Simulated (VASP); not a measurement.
Here is a VASP 6.6.1 calculation.

The input INCAR:

```
PREC     = Accurate       # precision mode
ENCUT    = 500            # plane-wave cutoff, eV
EDIFF    = 1E-6           # SCF threshold, eV
ISMEAR   = 1              # smearing method
SIGMA    = 0.6            # smearing width, eV
LREAL    = F              # projectors in reciprocal space
LASPH    = T              # aspherical terms in the spheres
NELM     = 120            # most SCF steps
ALGO     = Normal         # electronic algorithm
ISIF     = 2              # what is computed and relaxed
LWAVE    = F              # write WAVECAR
LCHARG   = T              # write CHGCAR
GGA      = PE             # functional
LELF     = T              # ELF
LVHAR    = T            
NBANDS   = 11             # bands
GGA_COMPAT= F
```

Contents of KPOINTS:

```
Automatic mesh
0
Gamma
  10 10 10
```

Contents of POSCAR:

```
Si
1.0
    0.0000000000      2.7354874751      2.7354874751
    2.7354874751      0.0000000000      2.7354874751
    2.7354874751      2.7354874751      0.0000000000
Si
2
Direct
    0.5000000000      0.5000000000      0.5000000000
    0.7500000000      0.7500000000      0.7500000000
```

Potentials or basis: VASP PAW PBE potentials, release 64 (Si).

Launch:

```sh
$ cat potpaw_PBE.64/Si/POTCAR > POTCAR
$ mpirun -np 1 vasp_std > vasp.out
```

Problem. What does it give for the pressure?

Solution. -0.1 GPa.

Problem. What does it give for the band gap on the k mesh?

Solution. 0.62 eV (least direct gap 2.56 eV).

A k mesh can miss the band edges.
